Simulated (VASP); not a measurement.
Here is a VASP 6.6.1 calculation.

Contents of INCAR:

```
ALGO = Fast
EDIFF = 1E-7
ENCUT = 520
GGA = CA
ISIF = 2
ISMEAR = 0
LASPH = T
LCHARG = T
LELF = T
LREAL = F
LVHAR = T
LWAVE = F
NBANDS = 11
NELM = 60
PREC = Accurate
SIGMA = 0.1
```

Contents of KPOINTS:

```
k-points
0
Gamma
  14 14 14
```

The input POSCAR:

```
Ca
1.0
    0.0000000000      2.6693801192      2.6693801192
    2.6693801192      0.0000000000      2.6693801192
    2.6693801192      2.6693801192      0.0000000000
Ca
1
Direct
    0.0000000000      0.0000000000      0.0000000000
```

Potentials or basis: VASP PAW LDA potentials, release 64 (Ca_sv).

Command:

```bash
$ cat potpaw_LDA.64/Ca_sv/POTCAR > POTCAR
$ mpirun -np 1 vasp_std > vasp.out
```

Q: Predict the band gap on the k mesh.

A: Zero (band 5 reaches 2.29 eV, above the bottom of band 6 at 2.19 eV).

Q: Estimate the pressure.

A: 0.0 GPa.
